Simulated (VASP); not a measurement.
# Li32S15 (a cell with a defect) in VASP: single point with PBEsol

Aim: the single point of Li32S15 (a cell with a defect) with PBEsol.

All numbers are computed with VASP 6.6.1; they aren't measurements. Logs are shortened: lines on timing, memory, paths and dates and some standing lists are left out, and cuts for length are marked.

## (1) The cell of the first run

The cell holds a defect, 47 atoms: a = 9.795 Å, b = 9.795 Å, c = 9.795 Å, α = 109.47°, β = 109.47°, γ = 109.47°.

## (2) Single point, PBEsol, collinear spin

INCAR

```
SYSTEM = Li32S15
PREC     = Accurate       ! precision mode
ENCUT    = 650            ! plane-wave cutoff, eV
EDIFF    = 1E-6           ! SCF threshold, eV
ISMEAR   = 0              ! smearing method
SIGMA    = 0.01           ! smearing width, eV
LREAL    = Auto         
LASPH    = .True.         ! aspherical terms in the spheres
NELM     = 200            ! most SCF steps
ALGO     = Normal         ! electronic algorithm
ISIF     = 2              ! what is computed and relaxed
LWAVE    = .False.        ! write WAVECAR
LCHARG   = .False.        ! write CHGCAR
ISPIN    = 2              ! spin polarisation
MAGMOM   = 0 0 0 0.375 0.375 0 0.375 0 0 0 0.375 0 0 0 0 0 0.375 0 0.375 0.375 0 0 0 0 0 0 0 0.375 0 0 0 0 0 0 0 0 0 0 0 0 0 0 0 0 0 0 0 ! initial moments
LORBIT   = 11             ! projections on sites
GGA      = PS             ! functional
NELECT   = 187.0        
NBANDS   = 126            ! bands
GGA_COMPAT= .False.      
KPAR     = 2            
NCORE    = 2
```

KPOINTS

```
Automatic mesh
0
Gamma
  2 2 2
  0.5 0.5 0.5
```

POSCAR

```
Li32S15
1.0
   -5.6548817418     -5.6548817418      5.6548817418
    5.6548817418     -5.6548817418     -5.6548817418
    5.6548817418      5.6548817418      5.6548817418
Li S
32 15
Direct
    0.2500000000      0.7509397322      0.7495022183
   -0.0009397322      0.7485624861     -0.0009397322
    0.5009397322      0.5000000000      0.7495022183
    0.2500000000      0.5000000000      0.0014091852
    0.0014091852      0.5000000000      0.2500000000
    0.7495022183      0.7509397322      0.2500000000
    0.4985908148      0.7485908148      0.4985908148
    0.0014375139      0.0004977817      0.7504977817
    0.7504977817      0.2514375139      0.7504977817
    0.4985624861      0.2490602678     -0.0009397322
    0.2500000000      0.2514091852      0.2500000000
   -0.0009397322      0.2490602678      0.4985624861
    0.7495022183      0.5000000000      0.5009397322
    0.7504977817      0.0004977817      0.0014375139
    0.5009397322     -0.0004977817      0.2500000000
    0.2500000000     -0.0004977817      0.5009397322
    0.2500000000      0.7485908148      0.2500000000
    0.0014375139      0.7509397322      0.5009397322
    0.4985908148      0.5000000000      0.2500000000
    0.2500000000      0.5000000000      0.4985908148
   -0.0009397322      0.5000000000      0.7504977817
    0.7495022183      0.7485624861      0.7495022183
    0.5009397322      0.7509397322      0.0014375139
   -0.0009397322      0.0004977817      0.2500000000
    0.7504977817      0.2490602678      0.2500000000
    0.5009397322      0.2514375139      0.5009397322
    0.2500000000      0.2490602678      0.7504977817
    0.0014091852      0.2514091852      0.0014091852
    0.7504977817      0.5000000000     -0.0009397322
    0.7495022183     -0.0004977817      0.4985624861
    0.4985624861     -0.0004977817      0.7495022183
    0.2500000000      0.0004977817     -0.0009397322
    0.0000395785      0.5000000000      0.4999604215
    0.4999604215      0.2500395785      0.2500000000
    0.2500000000      0.2500395785      0.4999604215
    0.0000395785      0.2500395785      0.7500791570
    0.7500000000      0.5000000000      0.7500000000
    0.4999604215      0.5000000000      0.0000395785
    1.0000395785      0.7499604215      0.2500000000
    0.7500000000      0.0000000000      0.2500000000
    0.4999604215     -0.0000791570      0.4999604215
    0.2500000000      0.0000000000      0.7500000000
    0.0000395785      0.0000791570      0.0000395785
    0.7500791570      0.2500395785      0.0000395785
    0.7499208430      0.7499604215      0.4999604215
    0.4999604215      0.7499604215      0.7499208430
    0.2500000000      0.7499604215      0.0000395785
```

Potentials or basis: VASP PAW PBE potentials, release 64 (Li_sv, S).

Run with:

```sh
$ cat potpaw_PBE.64/Li_sv/POTCAR potpaw_PBE.64/S/POTCAR > POTCAR
$ mpirun -np 4 vasp_std > vasp.out
```

OUTCAR:

```text
SYSTEM = Li32S15
   PREC = Accurate
   ENCUT = 650
   EDIFF = 1E-6
   ISMEAR = 0
   LREAL = Auto
   LASPH = .True.
   NELM = 200
   ISIF = 2
   ISPIN = 2
   LORBIT = 11
   GGA = PS
   NELECT = 187.0

 ion  position               nearest neighbor table
   1  0.250  0.751  0.750-  42 2.44  33 2.45  46 2.45  47 2.46
   2  0.999  0.749  0.999-  37 2.44  39 2.45  47 2.45  43 2.46
   3  0.501  0.500  0.750-  37 2.44  35 2.45  46 2.45  38 2.46
   4  0.250  0.500  0.001-  36 2.45  38 2.45  47 2.45
   5  0.001  0.500  0.250-  33 2.45  39 2.45  44 2.45
   6  0.750  0.751  0.250-  40 2.44  38 2.45  45 2.45  39 2.46
   7  0.499  0.749  0.499-  41 2.45  45 2.45  46 2.45
   8  0.001  0.000  0.750-  42 2.44  36 2.45  43 2.45  45 2.46
   9  0.750  0.251  0.750-  37 2.44  36 2.45  44 2.45  41 2.46
  10  0.499  0.249  0.999-  42 2.44  38 2.45  34 2.45  44 2.46
  11  0.250  0.251  0.250-  34 2.45  35 2.45  43 2.45
  12  0.999  0.249  0.499-  40 2.44  35 2.45  33 2.45  36 2.46
  13  0.750  0.500  0.501-  37 2.44  34 2.45  45 2.45  33 2.46
  14  0.750  0.000  0.001-  40 2.44  43 2.45  44 2.45  46 2.46
  15  0.501  1.000  0.250-  40 2.44  41 2.45  47 2.45  34 2.46
  16  0.250  1.000  0.501-  42 2.44  41 2.45  39 2.45  35 2.46
  17  0.250  0.749  0.250-  39 2.45  41 2.45  47 2.45
[... 41 lines left out ...]
  46  0.500  0.750  0.750-   1 2.45   3 2.45  22 2.45  31 2.45   7 2.45  20 2.45  23 2.46  14 2.46

  47  0.250  0.750  0.000-   2 2.45  15 2.45  21 2.45  23 2.45   4 2.45  17 2.45   1 2.46  32 2.46

  LATTYP: Found a body centered cubic cell.
 ALAT       =    11.3097634836

  Lattice vectors:

 A1 = (  -5.6548817418,  -5.6548817418,   5.6548817418)
 A2 = (   5.6548817418,  -5.6548817418,  -5.6548817418)
 A3 = (   5.6548817418,   5.6548817418,   5.6548817418)

Analysis of symmetry for initial positions (statically):
=====================================================================
 Subroutine PRICEL returns:
 Original cell was already a primitive cell.

 Routine SETGRP: Setting up the symmetry group for a
 body centered cubic supercell.

 Subroutine GETGRP returns: Found 48 space group operations
 (whereof  4 operations were pure point group operations)
 out of a pool of 48 trial point group operations.

The static configuration has the point symmetry C_2v.
 The point group associated with its full space group is O_h .

Analysis of symmetry for dynamics (positions and initial velocities):
=====================================================================
 Subroutine PRICEL returns:
 Original cell was already a primitive cell.

 Routine SETGRP: Setting up the symmetry group for a
 body centered cubic supercell.

 Subroutine GETGRP returns: Found 48 space group operations
 (whereof  4 operations were pure point group operations)
 out of a pool of 48 trial point group operations.

The dynamic configuration has the point symmetry C_2v.
 The point group associated with its full space group is O_h .

Analysis of structural, dynamic, and magnetic symmetry:
=====================================================================
 Subroutine PRICEL returns:
 Original cell was already a primitive cell.

 Routine SETGRP: Setting up the symmetry group for a
 body centered cubic supercell.

 Subroutine GETGRP returns: Found 48 space group operations
 (whereof  4 operations were pure point group operations)
 out of a pool of 48 trial point group operations.

The overall configuration has the point symmetry C_2v.
 The point group associated with its full space group is O_h .

 Subroutine INISYM returns: Found 48 space group operations
 (whereof  4 operations are pure point group operations),
 and found     1 'primitive' translations

----------------------------------------------------------------------------------------

                                     Primitive cell

  volume of cell :     723.3202

  direct lattice vectors                    reciprocal lattice vectors
    -5.654881742 -5.654881742  5.654881742     0.000000000 -0.088419179  0.088419179
[... 147 lines left out ...]
   ISPIN  =      2    spin polarized calculation?
   LNONCOLLINEAR =      F non collinear calculations
   LSORBIT =      F    spin-orbit coupling
   LASPH  =      T    aspherical Exc in radial PAW
   ENCUT  =  650.0 eV  47.77 Ry    6.91 a.u.  20.36 20.36 20.36*2*pi/ulx,y,z
   NELM   =    200;   NELMIN=  2; NELMDL= -5     # of ELM steps
   EDIFF  = 0.1E-05   stopping-criterion for ELM
   LREAL  =      T    real-space projection
   EDIFFG = 0.1E-04   stopping-criterion for IOM
   NSW    =      0    number of steps for IOM
   IBRION =     -1    ionic relax: 0-MD 1-quasi-New 2-CG
   NFREE  =      0    steps in history (QN), initial steepest desc. (CG)
   ISIF   =      2    stress and relaxation
   ISYM   =      2    0-nonsym 1-usesym 2-fastsym
   POTIM  = 0.5000    time-step for ionic-motion
   TEBEG  =    0.0;   TEEND  =   0.0 temperature during run
   PSTRESS=    0.0 pullay stress
   NELECT =     187.0000    total number of electrons
   NUPDOWN=      -1.0000    fix difference up-down
   EMIN   =  10.00;   EMAX   =-10.00  energy-range for DOS
   EFERMI =   0.00;   METHOD = LEGACY
   ISMEAR =     0;   SIGMA  =   0.01  broadening in eV -4-tet -1-fermi 0-gaus
   EFERMI_NEDOS =   21; number of points for ismear=-14 and -15
   IALGO  =     38    algorithm
   IMIX   =      4    mixing-type and parameters
     AMIX     =   0.40;   BMIX     =  1.00
     AMIX_MAG =   1.60;   BMIX_MAG =  1.00
  volume/ion in A,a.u.               =      15.39       103.86
  Fermi-wavevector in a.u.,A,eV,Ry     =   1.042906  1.970807 14.798417  1.087653
  Thomas-Fermi vector in A             =   2.177592
   LORBIT       =     11    0 simple, 1 ext, 2 COOP (PROOUT), +10 PAW based schemes
   GGA     = PS    functional components
   LHFCALC =     F    Hartree Fock is set to
   AEXX    =    0.0000 exact exchange contribution
   IVDW    =     0    specifies the selected vdW correction
   LEPSILON=     F    determine dielectric tensor
   LRPA    =     F    only Hartree local field effects (RPA)
 spin polarized calculation
 Gauss-broadening in eV      SIGMA  =   0.01
  energy-cutoff  :      650.00
  volume of cell :      723.32
 maximum number of plane-waves:     27236
 NGX is ok and might be reduce to    84
   NGX = 41   NGY = 41   NGZ = 41

 number of electron     186.9999893 magnetization       0.4995631

 Free energy of the ion-electron system (eV)
  ---------------------------------------------------
  ext. energy  EPLUGINS =         0.00000000
  ---------------------------------------------------
  free energy    TOTEN  =      -184.11099455 eV

  energy without entropy =     -184.10906627  energy(sigma->0) =     -184.11003041

 E-fermi :   4.9229     XC(G=0):  -8.6624

 val. band max:        4.8279718295   @ k =  -0.2500   0.2500   0.2500
 cond. band min:       4.9259364584   @ k =  -0.2500   0.2500   0.2500
 fundamental gap:      0.0979646289
 Fermi energy:         4.9228907565

 spin component 1

 k-point     1 :       0.2500    0.2500    0.2500
  band No.  band energies     occupation
      1     -42.1876      1.00000
      2     -42.1813      1.00000
      3     -42.1813      1.00000
      4     -42.1813      1.00000
      5     -42.1739      1.00000
      6     -42.1739      1.00000
[... 205 lines left out ...]
    104       6.7912      0.00000
    105       6.8161      0.00000
 Fermi energy:         4.9228907565

 spin component 2

 k-point     1 :       0.2500    0.2500    0.2500
  band No.  band energies     occupation
      1     -42.1845      1.00000
      2     -42.1787      1.00000
      3     -42.1787      1.00000
      4     -42.1787      1.00000
      5     -42.1713      1.00000
      6     -42.1713      1.00000
[... 205 lines left out ...]
    104       6.8656      0.00000
    105       6.9036      0.00000
 [bands above 105 left out]

------------------------ aborting loop because EDIFF is reached ----------------------------------------

  FORCE on cell =-STRESS in cart. coord.  units (eV):
  Direction    XX          YY          ZZ          XY          YZ          ZX
  --------------------------------------------------------------------------------------
  -------------------------------------------------------------------------------------
  Total        5.1418304      5.1418304      5.1418304     -0.0000000      0.0000000      0.0000000
  in kB       11.3893189     11.3893189     11.3893189     -0.0000000      0.0000000      0.0000000
  external PRESSURE =      11.3893189 kB  Pullay stress =       0.0000000 kB

 VOLUME and BASIS-vectors are now :
 -----------------------------------------------------------------------------
  energy-cutoff  :      650.00
  volume of cell :      723.32
      direct lattice vectors                 reciprocal lattice vectors
    -5.654881742 -5.654881742  5.654881742     0.000000000 -0.088419179  0.088419179
     5.654881742 -5.654881742 -5.654881742     0.088419179 -0.088419179  0.000000000
     5.654881742  5.654881742  5.654881742     0.088419179  0.000000000  0.088419179

 POSITION                                       TOTAL-FORCE (eV/Angst)
 -----------------------------------------------------------------------------------
      7.07110     -1.42185      1.40559        -0.003401      0.000694      0.000694
      4.23303     -4.23303      7.06610         0.000694     -0.000694      0.003401
      4.23303     -1.42185      4.24366         0.000694      0.000694     -0.003401
      1.42169     -4.23319     -1.40575         0.004011      0.004011      0.004011
      4.23319     -1.42169     -1.40575        -0.004011     -0.004011      0.004011
      1.42185     -7.07110      1.40559        -0.000694      0.003401      0.000694
[... 39 lines left out ...]
      5.65443     -2.82744      2.82699         0.007651     -0.000000      0.007651
      2.82744     -5.65443     -2.82699        -0.000000     -0.007651     -0.007651
 -----------------------------------------------------------------------------------
    total drift:                               -0.000000      0.000000     -0.000000

  FREE ENERGIE OF THE ION-ELECTRON SYSTEM (eV)
  ---------------------------------------------------
  free  energy   TOTEN  =      -184.1109945473 eV

  energy  without entropy=     -184.1090662683  energy(sigma->0) =     -184.11003041

 total charge

# of ion       s       p       d       tot
------------------------------------------
    1        2.023   0.069   0.000   2.092
    2        2.023   0.069   0.000   2.092
    3        2.023   0.069   0.000   2.092
    4        2.023   0.066   0.000   2.089
    5        2.023   0.066   0.000   2.089
    6        2.023   0.069   0.000   2.092
[... 39 lines left out ...]
   46        1.301   2.472   0.000   3.773
   47        1.301   2.472   0.000   3.773
--------------------------------------------------
tot         84.239  39.292   0.000 123.531

 magnetization (x)

# of ion       s       p       d       tot
------------------------------------------
    1        0.000   0.001   0.000   0.001
    2        0.000   0.001   0.000   0.001
    3        0.000   0.001   0.000   0.001
    4        0.000   0.001   0.000   0.002
    5        0.000   0.001   0.000   0.002
    6        0.000   0.001   0.000   0.001
[... 39 lines left out ...]
   46        0.002  -0.002   0.000  -0.001
   47        0.002  -0.002   0.000  -0.001
--------------------------------------------------
tot          0.024   0.005   0.000   0.029
```

It took 3.5 min on 4 MPI ranks of AMD EPYC 9R45 (Zen 5), shared host; peak memory 0.94 GiB.

Results:

- Free energy: -184.1110 eV
- Largest force: 0.011 eV/Å
- Net moment: 0.50 μB per cell
- Valence electrons inside the program's atomic spheres: Li 2.09; S 3.77, 3.78

Forces on the atoms (eV/Å):
```
Li  -0.003  0.001  0.001
Li   0.001 -0.001  0.003
Li   0.001  0.001 -0.003
Li   0.004  0.004  0.004
Li  -0.004 -0.004  0.004
Li  -0.001  0.003  0.001
Li  -0.004  0.004 -0.004
Li   0.003  0.001 -0.001
Li  -0.001  0.001  0.003
Li   0.003 -0.001  0.001
Li   0.004 -0.004 -0.004
Li   0.001 -0.003  0.001
Li  -0.001 -0.001 -0.003
Li  -0.001 -0.003 -0.001
Li   0.001  0.003 -0.001
Li  -0.003 -0.001 -0.001
Li  -0.004  0.004  0.004
Li  -0.003  0.001 -0.001
Li   0.004  0.004 -0.004
Li  -0.004 -0.004 -0.004
Li  -0.001 -0.001  0.003
Li   0.001 -0.001 -0.003
Li  -0.001  0.003 -0.001
Li  -0.001 -0.003  0.001
Li   0.001 -0.003 -0.001
Li  -0.001  0.001 -0.003
Li   0.003 -0.001 -0.001
Li   0.004 -0.004  0.004
Li   0.001  0.001  0.003
Li   0.001  0.003  0.001
Li  -0.003 -0.001  0.001
Li   0.003  0.001  0.001
S    0.008  0.008  0.000
S   -0.008  0.000  0.008
S    0.000  0.008  0.008
S   -0.008  0.000 -0.008
S    0.000  0.000  0.000
S   -0.008 -0.008  0.000
S    0.008  0.000 -0.008
S    0.000  0.000  0.000
S    0.008 -0.008  0.000
S    0.000  0.000  0.000
S   -0.008  0.008  0.000
S    0.000  0.008 -0.008
S    0.000 -0.008  0.008
S    0.008  0.000  0.008
S    0.000 -0.008 -0.008
```

Caveat: the k points lie up to 0.39 Å⁻¹ apart; the cell carries a net charge on a neutralising background, which shifts energy and pressure; the cell is charged against a uniform background, so pressure and absolute levels hang on convention; the PAW data sets were made with another functional, which shifts forces and pressure a little.
